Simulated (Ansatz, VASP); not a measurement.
**One calculation of C, two programs**

```
C
1.0
     2.56825   -0.00888    0.01168
     0.01538    4.45793   -0.00006
    -0.01990   -0.00040    4.38680
C
8
Direct
  0.00001 0.91655 0.93014
  0.99999 0.91660 0.56987
  0.00000 0.60259 0.06842
  0.00000 0.60264 0.43154
  0.50001 0.06625 0.06351
  0.50000 0.06630 0.43652
  0.50000 0.41451 0.07339
  0.49999 0.41456 0.42660
```

Change from the starting cell: simple cubic type (Pm-3m, No. 221); cell x8, atoms moved at random (sigma 0.05 Å) and cell strained at random (1.5 %), then relaxed without symmetry.

Alike in both runs: functional PBE; k mesh 6 × 6 × 6; occupations gaussian, width 0.1 eV; no spin polarisation.

Ansatz relaxed the structure, and its values are those at the end. VASP's run is a single point on that final structure, the one shown.

|  | VASP | Ansatz |
| --- | --- | --- |
| version | VASP 6.6.1 | Ansatz 0.2.0 |
| potentials or method | VASP PAW PBE potentials, release 64 (C), cutoff 520 eV | scalar-relativistic, plane waves, PAW |
| valence electrons in the cell | 32 | 32 |

VASP gave:

| Item | Value |
| --- | --- |
| gap on the k mesh at the Fermi level (eV) | 2.01 |
| least direct gap on the mesh (eV) | 2.01 |
| pressure (GPa) | 0.6 |
| rms of the force components (eV/Å) | 0.019 |

Which values does Ansatz return?

gap on the k mesh at the Fermi level (eV): 2.02; least direct gap on the mesh (eV): 2.02; pressure (GPa): 0.0; rms of the force components (eV/Å): 0.000.
